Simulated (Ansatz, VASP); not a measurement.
## One calculation of BaMg6Ti, two programs

```
Ba Ti Mg
1.0
     6.72742    0.00000    0.00000
    -3.36371    5.82612    0.00000
     0.00000    0.00000    5.32282
Ba Ti Mg
1 1 6
Direct
  0.00000 0.00000 0.00000
  0.66667 0.33333 0.50000
  0.51403 0.48597 0.00000
  0.97194 0.48597 0.00000
  0.51403 0.02806 0.00000
  0.17702 0.82298 0.50000
  0.64595 0.82298 0.50000
  0.17702 0.35405 0.50000
```

Alike in both runs: task single point; functional PBE; k mesh 5 × 5 × 5; occupations fermi-dirac, width 0.05 eV; no spin polarisation.

|  | VASP | Ansatz |
| --- | --- | --- |
| version | VASP 6.6.1 | Ansatz 0.2.0 |
| potentials or method | VASP PAW PBE potentials, release 64 (Ba_sv, Ti_sv, Mg) | Ansatz PAW |
| plane-wave cutoff (eV) | 520 | 420 |
| valence electrons in the cell | 34 | 82 |

```csv
,VASP,Ansatz,Ansatz less VASP
gap on the k mesh at the Fermi level (eV),none,none,-
pressure (GPa),-0.8,-0.8,0.00
"traceless stress, the component that is largest in VASP (GPa)",-0.65,-0.62,+0.032
rms of the force components (eV/Å),0.043,0.042,-0.0006
```

Atom by atom the forces differ by 0.004 eV/Å (rms over components). A gap of «none» marks a metal or a gap that the smearing closes. VASP's potentials hold 34 valence electrons a cell and Ansatz's 82, so a difference there can come from the potentials and not from the codes.

Spin-orbit coupling is off throughout.
